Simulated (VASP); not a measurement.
# Ru in VASP: density of states with PBE

Aim: the density of states of Ru with PBE.

All numbers are computed with VASP 6.6.1; they aren't measurements. Logs are shortened: lines on timing, memory, paths and dates and some standing lists are left out, and cuts for length are marked.

### Step 1. The cell of the first run

The cell holds a slab with vacuum, 1 atom: a = 2.721 Å, b = 2.721 Å, c = 16.000 Å, α = 90.00°, β = 90.00°, γ = 120.00°.

### Step 2. Density of states, PBE

File POSCAR:

```
Ru
1.0
    2.7207384563      0.0000000000      0.0000000000
   -1.3603692282      2.3562286202      0.0000000000
    0.0000000000      0.0000000000     16.0000000000
Ru
1
Direct
    0.0000000000      0.0000000000      0.5000000000
```

File INCAR.step1:

```
PREC = Accurate
ENCUT = 520
EDIFF = 1E-7
ISMEAR = -1
SIGMA = 0.08
LREAL = False
LASPH = True
NELM = 60
ALGO = Normal
ISIF = 2
LWAVE = False
LCHARG = True
LMAXMIX = 4
LDIPOL = True
IDIPOL = 3
DIPOL = 0.5 0.5 0.500
GGA = PE
NBANDS = 13
```

File KPOINTS.step1:

```
regular mesh
0
Gamma
  14 14 1
```

File INCAR.step2:

```
PREC = Accurate
ENCUT = 520
EDIFF = 1E-7
ISMEAR = -5
SIGMA = 0.08
LREAL = False
LASPH = True
NELM = 60
ALGO = Normal
ISIF = 2
LWAVE = False
LCHARG = False
LMAXMIX = 4
LDIPOL = True
IDIPOL = 3
DIPOL = 0.5 0.5 0.500
GGA = PE
LORBIT = 11
NBANDS = 13
NEDOS = 1001
ICHARG = 11
```

File KPOINTS.step2:

```
regular mesh
0
Gamma
  21 21 1
```

Potentials or basis: VASP PAW PBE potentials, release 64 (Ru_pv).

Started as:

```console
$ cat potpaw_PBE.64/Ru_pv/POTCAR > POTCAR
$ cp INCAR.step1 INCAR
$ cp KPOINTS.step1 KPOINTS
$ mpirun -np 1 vasp_std > vasp.out
$ cp INCAR.step2 INCAR
$ cp KPOINTS.step2 KPOINTS
$ mpirun -np 1 vasp_std > vasp.out
```

OUTCAR:

```text
PREC = Accurate
   ENCUT = 520
   EDIFF = 1E-7
   ISMEAR = -5
   LREAL = False
   LASPH = True
   NELM = 60
   ISIF = 2
   GGA = PE
   LORBIT = 11
   ICHARG = 11

 ion  position               nearest neighbor table
   1  0.000  0.000  0.500-

  LATTYP: Found a hexagonal cell.
 ALAT       =     2.7207384563
 C/A-ratio  =     5.8807563671

  Lattice vectors:

 A1 = (   2.7207384563,   0.0000000000,   0.0000000000)
 A2 = (  -1.3603692282,   2.3562286202,   0.0000000000)
 A3 = (   0.0000000000,   0.0000000000,  16.0000000000)

Analysis of symmetry for initial positions (statically):
=====================================================================
 Subroutine PRICEL returns:
 Original cell was already a primitive cell.

 Routine SETGRP: Setting up the symmetry group for a
 hexagonal supercell.

 Subroutine GETGRP returns: Found 24 space group operations
 (whereof 24 operations were pure point group operations)
 out of a pool of 24 trial point group operations.

The static configuration has the point symmetry D_6h.

Analysis of symmetry for dynamics (positions and initial velocities):
=====================================================================
 Subroutine PRICEL returns:
 Original cell was already a primitive cell.

 Routine SETGRP: Setting up the symmetry group for a
 hexagonal supercell.

 Subroutine GETGRP returns: Found 24 space group operations
 (whereof 24 operations were pure point group operations)
 out of a pool of 24 trial point group operations.

The dynamic configuration has the point symmetry D_6h.

 Subroutine INISYM returns: Found 24 space group operations
 (whereof 24 operations are pure point group operations),
 and found     1 'primitive' translations

----------------------------------------------------------------------------------------

                                     Primitive cell

  volume of cell :     102.5709

  direct lattice vectors                    reciprocal lattice vectors
     2.720738456  0.000000000  0.000000000     0.367547273  0.212203517  0.000000000
    -1.360369228  2.356228620  0.000000000     0.000000000  0.424407034  0.000000000
     0.000000000  0.000000000 16.000000000     0.000000000  0.000000000  0.062500000

  length of vectors
     2.720738456  2.720738456 16.000000000     0.424407034  0.424407034  0.062500000

  position of ions in fractional coordinates (direct lattice)
     0.000000000  0.000000000  0.500000000

  ion indices of the primitive-cell ions
   primitive index   ion index
                 1           1

----------------------------------------------------------------------------------------

 KPOINTS: regular mesh

Automatic generation of k-mesh.
 Grid dimensions read from file:
 generate k-points for:   21   21    1

 Generating k-lattice:

  Cartesian coordinates                     Fractional coordinates (reciprocal lattice)
     0.017502251  0.010104929  0.000000000     0.047619048 -0.000000000  0.000000000
     0.000000000  0.020209859  0.000000000     0.000000000  0.047619048  0.000000000
     0.000000000  0.000000000  0.062500000     0.000000000  0.000000000  1.000000000

  Length of vectors
     0.020209859  0.020209859  0.062500000

  Shift w.r.t. Gamma in fractional coordinates (k-lattice)
     0.000000000  0.000000000  0.000000000

 TETIRR: Found    229 inequivalent tetrahedra from     2646

 Subroutine IBZKPT returns following result:
 ===========================================

 Found     48 irreducible k-points:

 Following reciprocal coordinates:
            Coordinates               Weight
  0.000000  0.000000  0.000000      1.000000
  0.047619  0.000000  0.000000      6.000000
  0.095238  0.000000  0.000000      6.000000
  0.142857 -0.000000  0.000000      6.000000
  0.190476  0.000000  0.000000      6.000000
  0.238095  0.000000  0.000000      6.000000
[... 16 lines left out ...]
  0.142857  0.095238  0.000000     12.000000
  0.190476  0.095238  0.000000     12.000000
 [... further k-points ...]
   k-points           NKPTS =     48   k-points in BZ     NKDIM =     48   number of bands    NBANDS=     13
   number of dos      NEDOS =   1001   number of ions     NIONS =      1
   total plane-waves  NPLWV =  48000
   dimension x,y,z NGX =    20 NGY =   20 NGZ =  120
   dimension x,y,z NGXF=    40 NGYF=   40 NGZF=  240
   ions per type =               1
   NGX,Y,Z   is equivalent  to a cutoff of  12.22, 12.22, 12.47 a.u.
   NGXF,Y,Z  is equivalent  to a cutoff of  24.44, 24.44, 24.94 a.u.
 SYSTEM =  unknown system
   PREC   = accura    normal or accurate (medium, high low for compatibility)
   ISTART =      0    job   : 0-new  1-cont  2-samecut
   ICHARG =     11    charge: 1-file 2-atom 10-const
   ISPIN  =      1    spin polarized calculation?
   LNONCOLLINEAR =      F non collinear calculations
   LSORBIT =      F    spin-orbit coupling
   LASPH  =      T    aspherical Exc in radial PAW
   ENCUT  =  520.0 eV  38.22 Ry    6.18 a.u.   5.06  5.06 29.75*2*pi/ulx,y,z
   NELM   =     60;   NELMIN=  2; NELMDL=  0     # of ELM steps
   EDIFF  = 0.1E-06   stopping-criterion for ELM
   LREAL  =      F    real-space projection
   EDIFFG = 0.1E-05   stopping-criterion for IOM
   NSW    =      0    number of steps for IOM
   IBRION =     -1    ionic relax: 0-MD 1-quasi-New 2-CG
   NFREE  =      0    steps in history (QN), initial steepest desc. (CG)
   ISIF   =      2    stress and relaxation
   ISYM   =      2    0-nonsym 1-usesym 2-fastsym
   POTIM  = 0.5000    time-step for ionic-motion
   TEBEG  =    0.0;   TEEND  =   0.0 temperature during run
   PSTRESS=    0.0 pullay stress
   NELECT =      14.0000    total number of electrons
   NUPDOWN=      -1.0000    fix difference up-down
   EMIN   =  10.00;   EMAX   =-10.00  energy-range for DOS
   EFERMI =   0.00;   METHOD = LEGACY
   ISMEAR =    -5;   SIGMA  =   0.08  broadening in eV -4-tet -1-fermi 0-gaus
   EFERMI_NEDOS =   21; number of points for ismear=-14 and -15
   IALGO  =     38    algorithm
   IMIX   =      4    mixing-type and parameters
     AMIX     =   0.40;   BMIX     =  1.00
     AMIX_MAG =   1.60;   BMIX_MAG =  1.00
  volume/ion in A,a.u.               =     102.57       692.18
  Fermi-wavevector in a.u.,A,eV,Ry     =   0.842900  1.592850  9.666675  0.710481
  Thomas-Fermi vector in A             =   1.957681
   LORBIT       =     11    0 simple, 1 ext, 2 COOP (PROOUT), +10 PAW based schemes
   GGA     = PE    functional components
   LHFCALC =     F    Hartree Fock is set to
   AEXX    =    0.0000 exact exchange contribution
   IVDW    =     0    specifies the selected vdW correction
   LEPSILON=     F    determine dielectric tensor
   LRPA    =     F    only Hartree local field effects (RPA)
 non-spin polarized calculation
 Fermi weights with tetrahedron method with Bloechl corrections
  energy-cutoff  :      520.00
  volume of cell :      102.57
 maximum number of plane-waves:      2789

 number of electron      13.9999994 magnetization

 dipolmoment           0.000000      0.000000     -0.000000 electrons x Angstroem

 Free energy of the ion-electron system (eV)
  ---------------------------------------------------
  ext. energy  EPLUGINS =         0.00000000
  ---------------------------------------------------
  free energy    TOTEN  =        -6.59755493 eV

  energy without entropy =       -6.59755493  energy(sigma->0) =       -6.59755493

 E-fermi :  -3.1860     XC(G=0):  -3.1332

 val. band max:       -3.1830895848   @ k =   0.0952   0.0000   0.0000
 cond. band min:      -3.2059486032   @ k =   0.2857   0.1429   0.0000
 fundamental gap:     -0.0228590184
 Fermi energy:        -3.1860389120

 k-point     1 :       0.0000    0.0000    0.0000
  band No.  band energies     occupation
      1     -45.4962      2.00000
      2     -45.2409      2.00000
      3     -45.2409      2.00000
      4      -8.1009      2.00000
      5      -4.6918      2.00000
      6      -4.6599      2.00000
      7      -4.6599      2.00000
      8      -2.3429      0.00000
      9      -2.3429      0.00000
     10      -1.6980      0.00000
     11       2.1349      0.00000
     12       2.8220      0.00000
     13       3.3505      0.00000

 k-point     2 :       0.0476    0.0000    0.0000
  band No.  band energies     occupation
      1     -45.4941      2.00000
      2     -45.2566      2.00000
      3     -45.2446      2.00000
      4      -8.0123      2.00000
      5      -4.7100      2.00000
      6      -4.6596      2.00000
      7      -4.5967      2.00000
      8      -2.6711      0.00000
      9      -2.3588      0.00000
     10      -1.3614      0.00000
     11       2.1938      0.00000
     12       2.8947      0.00000
     13       3.4088      0.00000

 k-point     3 :       0.0952    0.0000    0.0000
  band No.  band energies     occupation
      1     -45.4880      2.00000
      2     -45.3022      2.00000
      3     -45.2553      2.00000
      4      -7.7563      2.00000
      5      -4.8429      2.00000
      6      -4.5642      2.00000
      7      -4.4096      2.00000
      8      -3.1831      1.05830
      9      -2.4048      0.00000
     10      -0.8172      0.00000
     11       2.3704      0.00000
     12       3.1097      0.00000
     13       3.5836      0.00000

 k-point     4 :       0.1429   -0.0000    0.0000
  band No.  band energies     occupation
      1     -45.4784      2.00000
      2     -45.3731      2.00000
      3     -45.2721      2.00000
      4      -7.3724      2.00000
      5      -5.0015      2.00000
      6      -4.4092      2.00000
      7      -4.1065      2.00000
      8      -3.6973      2.00211
      9      -2.4761      0.00000
     10      -0.2289      0.00000
     11       2.6645      0.00000
     12       3.4589      0.00000
     13       3.8749      0.00000

 k-point     5 :       0.1905    0.0000    0.0000
  band No.  band energies     occupation
      1     -45.4661      2.00000
      2     -45.4627      2.00000
      3     -45.2934      2.00000
      4      -6.9700      2.00000
      5      -5.0580      2.00000
      6      -4.1986      2.00000
      7      -4.1835      2.00000
      8      -3.7012      2.00000
      9      -2.5654      0.00000
     10       0.3979      0.00000
     11       3.0758      0.00000
     12       3.9325      0.00000
     13       4.2829      0.00000
[... 257 lines left out ...]
 k-point    22 :       0.0952    0.0952    0.0000
  band No.  band energies     occupation
      1     -45.4729      2.00000
      2     -45.4089      2.00000
      3     -45.2857      2.00000
      4      -7.1351      2.00000
      5      -5.1652      2.00000
      6      -4.3210      2.00000
      7      -3.9109      2.00000
      8      -3.8553      2.00000
      9      -2.5447      0.00000
     10       0.0666      0.00000
     11       2.8410      0.00000
     12       3.6651      0.00000
     13       4.0500      0.00000

 k-point    23 :       0.1429    0.0952    0.0000
  band No.  band energies     occupation
      1     -45.4897      2.00000
      2     -45.4612      2.00000
      3     -45.3106      2.00000
      4      -6.6952      2.00000
      5      -5.3325      2.00000
      6      -4.3143      2.00000
      7      -4.1214      2.00000
      8      -3.3650      1.70814
      9      -2.6612      0.00000
     10       0.6548      0.00000
     11       3.2526      0.00000
     12       4.1347      0.00000
     13       4.4586      0.00000

 k-point    24 :       0.1905    0.0952    0.0000
  band No.  band energies     occupation
      1     -45.5796      2.00000
      2     -45.4480      2.00000
      3     -45.3389      2.00000
      4      -6.4261      2.00000
      5      -5.2330      2.00000
      6      -4.6921      2.00000
      7      -3.8811      2.00000
      8      -2.7926     -0.08003
      9      -2.7533      0.00000
     10       1.3134      0.00000
     11       3.7815      0.00000
     12       4.7218      0.00000
     13       4.9844      0.00000

 [... further k-points ...]

------------------------ aborting loop because EDIFF is reached ----------------------------------------

 vacuum level on the upper side and lower side of the slab       (xc-potential included)        -0.061        -0.061

  FORCE on cell =-STRESS in cart. coord.  units (eV):
  Direction    XX          YY          ZZ          XY          YZ          ZX
  --------------------------------------------------------------------------------------
  -------------------------------------------------------------------------------------
  Total       -4.4615635     -4.4615635      0.0297024      0.0000000      0.0000000      0.0000000
  in kB      -69.6904806    -69.6904806      0.4639573      0.0000000      0.0000000      0.0000000
  external PRESSURE =     -46.3056680 kB  Pullay stress =       0.0000000 kB

 VOLUME and BASIS-vectors are now :
 -----------------------------------------------------------------------------
  energy-cutoff  :      520.00
  volume of cell :      102.57
      direct lattice vectors                 reciprocal lattice vectors
     2.720738456  0.000000000  0.000000000     0.367547273  0.212203517  0.000000000
    -1.360369228  2.356228620  0.000000000     0.000000000  0.424407034  0.000000000
     0.000000000  0.000000000 16.000000000     0.000000000  0.000000000  0.062500000

 POSITION                                       TOTAL-FORCE (eV/Angst)
 -----------------------------------------------------------------------------------
      0.00000      0.00000      8.00000         0.000000      0.000000      0.000000
 -----------------------------------------------------------------------------------
    total drift:                               -0.000000      0.000000     -0.000000

  FREE ENERGIE OF THE ION-ELECTRON SYSTEM (eV)
  ---------------------------------------------------
  free  energy   TOTEN  =        -6.5975549268 eV

  energy  without entropy=       -6.5975549268  energy(sigma->0) =       -6.59755493

 vacuum level on the upper side and lower side of the slab         2.455         2.455

 total charge

# of ion       s       p       d       tot
------------------------------------------
    1        0.360   6.121   5.851  12.332
```

Run time: 52 s. Hardware: 1 thread of Intel Xeon Platinum 8375C at 2.90GHz (Ice Lake), shared host; peak memory 0.22 GiB.

What came out:

```yaml
Valence_electrons_inside_the_program's_atomic_spheres: Ru 12.33
```

Caveat: tetrahedron occupations give inexact forces and stress in metals.
